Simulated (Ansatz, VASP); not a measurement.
## Two plane-wave programs on MgH2

```
Mg H
1.0
     2.30651   -2.31270    0.00000
     2.30651    2.31270    0.00000
     0.00000    0.00000    6.19479
Mg H
2 4
Direct
  0.94632 0.05368 0.75000
  0.05368 0.94632 0.25000
  0.99339 0.45289 0.39671
  0.00661 0.54711 0.89671
  0.45289 0.99339 0.60329
  0.54711 0.00661 0.10329
```

Alike in both runs: task relaxation of cell and atoms; functional PBE; k mesh 8 × 8 × 6; occupations gaussian, width 0.02 eV; no spin polarisation.

|  | VASP | Ansatz |
| --- | --- | --- |
| version | VASP 6.6.1 | Ansatz 0.2.0 |
| potentials or method | VASP PAW PBE potentials, release 64 (Mg, H), cutoff 600 eV | scalar-relativistic, plane waves, PAW |
| valence electrons in the cell | 8 | 24 |

```csv
,VASP,Ansatz,Ansatz less VASP
"gap on the k mesh at the Fermi level, each at its own relaxed structure (eV)",1.79,1.92,+0.135
relaxed volume (Å³/atom),10.97,11.41,+0.437
relaxed cell length with the largest relative difference (Å),6.187,6.448,+0.2610
```

VASP's potentials hold 8 valence electrons a cell and Ansatz's 24, so a difference there can come from the potentials and not from the codes.
